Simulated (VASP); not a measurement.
# Be (P6_3/mmc) in VASP: a series of runs

Be is run at these levels: LDA; tasks: single point.

Program: VASP 6.6.1. These are calculated values, not measurements. Logs are shortened: lines on timing, memory, paths and dates and some standing lists are left out, and cuts for length are marked.

## Step 1: The cell of the first run

Symmetry: P6_3/mmc, No. 194, hexagonal system. Conventional cell: a = 2.230 Å, b = 2.230 Å, c = 3.508 Å, α = 90.00°, β = 90.00°, γ = 120.00°. Within 2.9 Å of Be (site symmetry -6m2) lie 12 Be at 2.18 to 2.23 Å.

## Step 2: Single point, LDA

Input file INCAR:

```
PREC = Accurate ; ENCUT = 520
EDIFF = 1E-7 ; ISMEAR = -1
SIGMA = 0.1 ; LREAL = F
LASPH = T ; NELM = 100
ALGO = Normal ; ISIF = 2
LWAVE = F ; LCHARG = F
NBANDS = 9
```

Input file KPOINTS:

```
Automatic mesh
0
Gamma
  26 26 15
```

Input file POSCAR:

```
Be
1.0
    2.2295160350      0.0000000000      0.0000000000
   -1.1147580175      1.9308175244      0.0000000000
    0.0000000000      0.0000000000      3.5083258360
Be
2
Direct
    0.3333333333      0.6666666667      0.2500000000
    0.6666666667      0.3333333333      0.7500000000
```

Potentials or basis: VASP PAW LDA potentials, release 64 (Be).

Run with:

```
> cat potpaw_LDA.64/Be/POTCAR > POTCAR
> mpirun -np 1 vasp_std > vasp.out
```

OUTCAR:

```text
PREC = Accurate
   ENCUT = 520
   EDIFF = 1E-7
   ISMEAR = -1
   LREAL = F
   LASPH = T
   NELM = 100
   ISIF = 2

 ion  position               nearest neighbor table
   1  0.333  0.667  0.250-   2 2.18   2 2.18   2 2.18   2 2.18   2 2.18   2 2.18
   2  0.667  0.333  0.750-   1 2.18   1 2.18   1 2.18   1 2.18   1 2.18   1 2.18

  LATTYP: Found a hexagonal cell.
 ALAT       =     2.2295160350
 C/A-ratio  =     1.5735817913

  Lattice vectors:

 A1 = (   2.2295160350,   0.0000000000,   0.0000000000)
 A2 = (  -1.1147580175,   1.9308175244,   0.0000000000)
 A3 = (   0.0000000000,   0.0000000000,   3.5083258360)

Analysis of symmetry for initial positions (statically):
=====================================================================
 Subroutine PRICEL returns:
 Original cell was already a primitive cell.

 Routine SETGRP: Setting up the symmetry group for a
 hexagonal supercell.

 Subroutine GETGRP returns: Found 24 space group operations
 (whereof 12 operations were pure point group operations)
 out of a pool of 24 trial point group operations.

The static configuration has the point symmetry D_3d.
 The point group associated with its full space group is D_6h.

Analysis of symmetry for dynamics (positions and initial velocities):
=====================================================================
 Subroutine PRICEL returns:
 Original cell was already a primitive cell.

 Routine SETGRP: Setting up the symmetry group for a
 hexagonal supercell.

 Subroutine GETGRP returns: Found 24 space group operations
 (whereof 12 operations were pure point group operations)
 out of a pool of 24 trial point group operations.

The dynamic configuration has the point symmetry D_3d.
 The point group associated with its full space group is D_6h.

 Subroutine INISYM returns: Found 24 space group operations
 (whereof 12 operations are pure point group operations),
 and found     1 'primitive' translations

----------------------------------------------------------------------------------------

                                     Primitive cell

  volume of cell :      15.1026

  direct lattice vectors                    reciprocal lattice vectors
     2.229516035  0.000000000  0.000000000     0.448527835  0.258957666  0.000000000
    -1.114758018  1.930817524  0.000000000     0.000000000  0.517915332  0.000000000
     0.000000000  0.000000000  3.508325836     0.000000000  0.000000000  0.285036239

  length of vectors
     2.229516035  2.229516035  3.508325836     0.517915332  0.517915332  0.285036239
[... 81 lines left out ...]
   EDIFF  = 0.1E-06   stopping-criterion for ELM
   LREAL  =      F    real-space projection
   EDIFFG = 0.1E-05   stopping-criterion for IOM
   NSW    =      0    number of steps for IOM
   IBRION =     -1    ionic relax: 0-MD 1-quasi-New 2-CG
   NFREE  =      0    steps in history (QN), initial steepest desc. (CG)
   ISIF   =      2    stress and relaxation
   ISYM   =      2    0-nonsym 1-usesym 2-fastsym
   POTIM  = 0.5000    time-step for ionic-motion
   TEBEG  =    0.0;   TEEND  =   0.0 temperature during run
   PSTRESS=    0.0 pullay stress
   NELECT =       4.0000    total number of electrons
   NUPDOWN=      -1.0000    fix difference up-down
   EMIN   =  10.00;   EMAX   =-10.00  energy-range for DOS
   EFERMI =   0.00;   METHOD = LEGACY
   ISMEAR =    -1;   SIGMA  =   0.10  broadening in eV -4-tet -1-fermi 0-gaus
   EFERMI_NEDOS =   21; number of points for ismear=-14 and -15
   IALGO  =     38    algorithm
   IMIX   =      4    mixing-type and parameters
     AMIX     =   0.40;   BMIX     =  1.00
     AMIX_MAG =   1.60;   BMIX_MAG =  1.00
  volume/ion in A,a.u.               =       7.55        50.96
  Fermi-wavevector in a.u.,A,eV,Ry     =   1.051343  1.986749 15.038807  1.105321
  Thomas-Fermi vector in A             =   2.186382
   LORBIT       =      0    0 simple, 1 ext, 2 COOP (PROOUT), +10 PAW based schemes
   GGA     = CA    functional components
   LHFCALC =     F    Hartree Fock is set to
   AEXX    =    0.0000 exact exchange contribution
   IVDW    =     0    specifies the selected vdW correction
   LEPSILON=     F    determine dielectric tensor
   LRPA    =     F    only Hartree local field effects (RPA)
 non-spin polarized calculation
  energy-cutoff  :      520.00
  volume of cell :       15.10
 maximum number of plane-waves:       424
 NGX is ok and might be reduce to    18
   NGX =  9   NGY =  9   NGZ = 13

 number of electron       4.0000000 magnetization

 Free energy of the ion-electron system (eV)
  ---------------------------------------------------
  ext. energy  EPLUGINS =         0.00000000
  ---------------------------------------------------
  free energy    TOTEN  =        -8.42339015 eV

  energy without entropy =       -8.42046687  energy(sigma->0) =       -8.42192851

 E-fermi :   7.1837     XC(G=0): -10.7733

 val. band max:        7.1236812224   @ k =   0.3462   0.0000   0.0000
 cond. band min:       7.2631424580   @ k =   0.3077   0.1154   0.0000
 fundamental gap:      0.1394612357
 Fermi energy:         7.1837308429

 k-point     1 :       0.0000    0.0000    0.0000
  band No.  band energies     occupation
      1      -4.3016      2.00000
      2       2.5476      2.00000
      3       8.5487      0.00000
      4      23.4467      0.00000
      5      23.4467      0.00000
      6      26.3776      0.00000
      7      26.3776      0.00000
      8      28.4989      0.00000
      9      35.1399      0.00000
[... 265 lines left out ...]
 k-point    24 :       0.3846    0.0385    0.0000
  band No.  band energies     occupation
      1       0.3662      2.00000
      2       5.9881      1.99999
      3       8.7387      0.00000
      4      13.6845      0.00000
      5      16.5419      0.00000
      6      16.6058      0.00000
      7      19.5982      0.00000
      8      24.6281      0.00000
      9      27.8705      0.00000

 [... further k-points ...]
[... 5 lines left out ...]
  --------------------------------------------------------------------------------------
  -------------------------------------------------------------------------------------
  Total        0.0005647      0.0005647      0.1167295      0.0000000     -0.0000000      0.0000000
  in kB        0.0599035      0.0599035     12.3833855      0.0000000     -0.0000000      0.0000000
  external PRESSURE =       4.1677308 kB  Pullay stress =       0.0000000 kB

 VOLUME and BASIS-vectors are now :
 -----------------------------------------------------------------------------
  energy-cutoff  :      520.00
  volume of cell :       15.10
      direct lattice vectors                 reciprocal lattice vectors
     2.229516035  0.000000000  0.000000000     0.448527835  0.258957666  0.000000000
    -1.114758018  1.930817524  0.000000000     0.000000000  0.517915332  0.000000000
     0.000000000  0.000000000  3.508325836     0.000000000  0.000000000  0.285036239

 POSITION                                       TOTAL-FORCE (eV/Angst)
 -----------------------------------------------------------------------------------
     -0.00000      1.28721      0.87708         0.000000      0.000000      0.000000
      1.11476      0.64361      2.63124        -0.000000      0.000000      0.000000
 -----------------------------------------------------------------------------------
    total drift:                                0.000000     -0.000000      0.000000

  FREE ENERGIE OF THE ION-ELECTRON SYSTEM (eV)
  ---------------------------------------------------
  free  energy   TOTEN  =        -8.4233901467 eV

  energy  without entropy=       -8.4204668663  energy(sigma->0) =       -8.42192851
```

OSZICAR:

```text
N       E                     dE             d eps       ncg     rms          rms(c)
DAV:   1    -0.424663848876E+01   -0.42466E+01   -0.18188E+03 10288   0.368E+02
DAV:   2    -0.843853554304E+01   -0.41919E+01   -0.40825E+01 14797   0.467E+01
DAV:   3    -0.848072699123E+01   -0.42191E-01   -0.41932E-01 11197   0.338E+00
DAV:   4    -0.848076009739E+01   -0.33106E-04   -0.33106E-04 12212   0.912E-02
DAV:   5    -0.848076010232E+01   -0.49273E-08   -0.38554E-08 10933   0.116E-03    0.128E+00
DAV:   6    -0.844143508116E+01    0.39325E-01   -0.26640E-03 11139   0.338E-01    0.770E-01
DAV:   7    -0.842339919116E+01    0.18036E-01   -0.43505E-03 11626   0.423E-01    0.203E-02
DAV:   8    -0.842339120992E+01    0.79812E-05   -0.12881E-05 11062   0.277E-02    0.538E-03
DAV:   9    -0.842339015249E+01    0.10574E-05   -0.55573E-07 11907   0.568E-03    0.591E-04
DAV:  10    -0.842339014671E+01    0.57736E-08   -0.11910E-09  6697   0.280E-04
   1 F= -.84233901E+01 E0= -.84219285E+01  d E =-.292328E-02
```

Wall time 55 s (1 thread of Intel Xeon Platinum 8259CL at 2.50GHz (Skylake/Cascade Lake), shared host); peak memory 0.17 GiB.

What came out:

```yaml
Free_energy: -8.4234 eV
Pressure: 0.4 GPa
Band_gap_on_the_k_mesh: zero (bands 2 and 3 overlap by 1.72 eV)
```

## Step 3: Single point, LDA (7.55 Å³/atom)

Input file INCAR:

```
PREC = Accurate
ENCUT = 520
EDIFF = 1E-6
ISMEAR = -1
SIGMA = 0.1
LREAL = F
LASPH = T
NELM = 80
ALGO = Normal
ISIF = 2
LWAVE = F
LCHARG = F
GGA = CA
NBANDS = 9
```

Input file KPOINTS:

```
regular mesh
0
Gamma
  26 26 15
```

POSCAR is that of step 2.

Potentials or basis: VASP PAW LDA potentials, release 64 (Be).

Run with:

```
> cat potpaw_LDA.64/Be/POTCAR > POTCAR
> mpirun -np 1 vasp_std > vasp.out
```

Run time: 50 s. Hardware: 1 thread of Intel Xeon Platinum 8259CL at 2.50GHz (Skylake/Cascade Lake), shared host; peak memory 0.17 GiB.

It converged, with:

| Quantity | Value |
| --- | --- |
| Free energy | -8.4234 eV |
| Pressure | 0.4 GPa |
| Band gap on the k mesh | zero (bands 2 and 3 overlap by 1.72 eV) |

Stress tensor (GPa, compression positive):
```
0.01 0.00 0.00
0.00 0.01 0.00
0.00 0.00 1.24
```

Levels at points of the mesh, in eV from the Fermi level:
```
           k point  band 1  band 2  band 3  band 4  band 5
(0.00, 0.00, 0.00)  -11.49   -4.64    1.36   16.26   16.26
(0.50, 0.00, 0.00)   -5.19   -3.16    3.65    6.64    7.04
```

## Step 4: Single point, LDA (7.85 Å³/atom)

This run uses another cell than the first one, of 7.85 Å³/atom.

Input file INCAR:

```
SYSTEM = Be
PREC     = Accurate       ! precision mode
ENCUT    = 520            ! plane-wave cutoff, eV
EDIFF    = 1E-7           ! SCF threshold, eV
ISMEAR   = -1             ! smearing method
SIGMA    = 0.1            ! smearing width, eV
LREAL    = .False.        ! projectors in reciprocal space
LASPH    = .True.         ! aspherical terms in the spheres
NELM     = 80             ! most SCF steps
ALGO     = Normal         ! electronic algorithm
ISIF     = 2              ! what is computed and relaxed
LWAVE    = .False.        ! write WAVECAR
LCHARG   = .False.        ! write CHGCAR
GGA      = CA             ! functional
NBANDS   = 9              ! bands
```

Input file KPOINTS:

```
Automatic mesh
0
Gamma
  26 26 15
  0 0 0
```

Input file POSCAR:

```
Be
1.0
    2.2588551368      0.0000000000      0.0000000000
   -1.1294275684      1.9562259319      0.0000000000
    0.0000000000      0.0000000000      3.5544933124
Be
2
Direct
    0.3333333333      0.6666666667      0.2500000000
    0.6666666667      0.3333333333      0.7500000000
```

Run with:

```
> cat potpaw_LDA.64/Be/POTCAR > POTCAR
> mpirun -np 1 vasp_std > vasp.out
```

It took 44 s on 1 thread of Intel Xeon Platinum 8259CL at 2.50GHz (Skylake/Cascade Lake), shared host; peak memory 0.17 GiB.

The run converged. Its results:

| Quantity | Value |
| --- | --- |
| Free energy | -8.4155 eV |
| Pressure | -4.5 GPa |
| Band gap on the k mesh | zero (bands 2 and 3 overlap by 1.68 eV) |

Stress tensor (GPa, compression positive):
```
-4.64  0.00  0.00
 0.00 -4.64  0.00
 0.00  0.00 -4.13
```

Levels at points of the mesh, in eV from the Fermi level:
| k point | band 1 | band 2 | band 3 | band 4 | band 5 | band 6 |
| --- | --- | --- | --- | --- | --- | --- |
| (0.00, 0.00, 0.00) | -11.29 | -4.50 | 1.21 | 15.75 | 15.75 | 18.60 |
| (0.50, 0.00, 0.00) | -5.06 | -3.14 | 3.54 | 6.48 | 6.76 | 9.25 |

Caveat: the cell stands under tension.

## Step 5: Single point, LDA (8.16 Å³/atom)

This run uses another cell than the first one, of 8.16 Å³/atom.

Input file INCAR:

```
  PREC = Accurate
  ENCUT = 520
  EDIFF = 1E-6
  ISMEAR = -1
  SIGMA = 0.1
  LREAL = False
  LASPH = True
  NELM = 100
  ALGO = Normal
  ISIF = 2
  LWAVE = False
  LCHARG = False
  GGA = CA
  NBANDS = 9
```

Input file KPOINTS:

```
Automatic mesh
0
Gamma
  26 26 15
```

Input file POSCAR:

```
Be
1.0
    2.2874512755      0.0000000000      0.0000000000
   -1.1437256378      1.9809909145      0.0000000000
    0.0000000000      0.0000000000      3.5994916756
Be
2
Direct
    0.3333333333      0.6666666667      0.2500000000
    0.6666666667      0.3333333333      0.7500000000
```

Run with:

```
> cat potpaw_LDA.64/Be/POTCAR > POTCAR
> mpirun -np 1 vasp_std > vasp.out
```

Wall time 37 s (1 thread of Intel Xeon Platinum 8259CL at 2.50GHz (Skylake/Cascade Lake), shared host); peak memory 0.17 GiB.

The run converged. Its results:

| Property | Result |
| --- | --- |
| Free energy | -8.3907 eV |
| Pressure | -8.6 GPa |
| Band gap on the k mesh | zero (bands 2 and 3 overlap by 1.64 eV) |

Stress tensor (GPa, compression positive):
```
-8.54  0.00  0.00
 0.00 -8.54  0.00
 0.00  0.00 -8.66
```

Levels at points of the mesh, in eV from the Fermi level:
| k point | band 1 | band 2 | band 3 | band 4 | band 5 |
| --- | --- | --- | --- | --- | --- |
| (0.00, 0.00, 0.00) | -11.09 | -4.38 | 1.07 | 15.28 | 15.28 |
| (0.50, 0.00, 0.00) | -4.93 | -3.11 | 3.44 | 6.34 | 6.49 |

Caveat: the cell stands under tension.

(Continued in part 2 of 2.)
